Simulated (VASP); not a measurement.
Nb3Ir5:

```
Nb Ir
1.0
     0.00000    3.96500    3.96500
     3.96500    0.00000    3.96500
     3.96500    3.96500    0.00000
Nb Ir
3 5
Direct
  0.00000 0.00000 0.00000
  0.00000 0.00000 0.50000
  0.00000 0.50000 0.00000
  0.00000 0.50000 0.50000
  0.50000 0.00000 0.00000
  0.50000 0.00000 0.50000
  0.50000 0.50000 0.00000
  0.50000 0.50000 0.50000
```

```yaml
Program: VASP 6.6.1
Task: relaxation of volume and atoms at fixed shape
Functional: LDA
Potentials_or_basis: VASP PAW LDA potentials, release 64 (Nb_sv, Ir)
Cutoff: 500 eV
k_mesh: 5 × 5 × 5
Occupations: fermi-dirac, width 0.05 eV
Spin: no spin polarisation
```

At the start: pressure -13.0 GPa; volume 15.58 Å³/atom.

Problem. Where does the relaxation end?

Solution. Over 4 steps the energy falls by 29.4 meV/atom and the volume is 14.90 Å³/atom (-4.4 %); space group R-3m (No. 166, to 0.1 Å) before and after.

Step by step:
| step | energy change (eV) | largest force (eV/Å) | pressure (GPa) | volume (Å³) |
| --- | --- | --- | --- | --- |
| 1 | 0.0000 | 0.0000 | -13.02 | 124.67 |
| 2 | 2.5426 | 0.0000 | 63.74 | 103.18 |
| 3 | -0.2340 | 0.0000 | -0.87 | 119.46 |
| 4 | -0.2348 | 0.0000 | -0.17 | 119.20 |

Final structure:
```yaml
crystal:
  lattice:
    - [0.00000, 3.90610, 3.90610]
    - [3.90610, 0.00000, 3.90610]
    - [3.90610, 3.90610, 0.00000]
  atoms:
    - { symbol: Nb, position: [0.00000, 0.00000, 0.00000] }
    - { symbol: Nb, position: [0.00000, 0.00000, 0.50000] }
    - { symbol: Nb, position: [0.00000, 0.50000, 0.00000] }
    - { symbol: Ir, position: [0.00000, 0.50000, 0.50000] }
    - { symbol: Ir, position: [0.50000, 0.00000, 0.00000] }
    - { symbol: Ir, position: [0.50000, 0.00000, 0.50000] }
    - { symbol: Ir, position: [0.50000, 0.50000, 0.00000] }
    - { symbol: Ir, position: [0.50000, 0.50000, 0.50000] }
```
